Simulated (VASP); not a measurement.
A run of VASP 6.6.1:

INCAR

```
ALGO = Normal ; EDIFF = 1E-6
ENCUT = 520 ; GGA = PS
ISIF = 2 ; ISMEAR = -1
LASPH = T ; LCHARG = T
LELF = T ; LREAL = F
LVHAR = T ; LWAVE = F
NBANDS = 18 ; NELM = 100
PREC = Accurate ; SIGMA = 0.08
```

Contents of KPOINTS:

```
k-points
0
Gamma
  3 5 5
```

The input POSCAR:

```
Sb
1.0
    4.3084000000      2.4874558998      7.5160000000
   -2.1542000000      1.2437279499      3.7580000000
    0.0000000000     -2.4874558998      3.7580000000
Sb
4
Direct
    0.1162739365      0.2310735438      0.2285318563
    0.6115600544      0.2360353441      0.2326463034
    0.3966712572      0.7515515944      0.7603427192
    0.8754947586      0.7813395312      0.7784790942
```

Potentials or basis: VASP PAW PBE potentials, release 64 (Sb).

The run is started by

```bash
$ cat potpaw_PBE.64/Sb/POTCAR > POTCAR
$ mpirun -np 1 vasp_std > vasp.out
```

Hardware: 1 thread of Intel Xeon 6975P-C, with other jobs on the host.

Q: Estimate the wall time of this run.

A: Run time: 69 s on 1 thread of Intel Xeon 6975P-C (shared host), peak memory 0.3 GiB. Counts: scf iterations 11, k points 38.
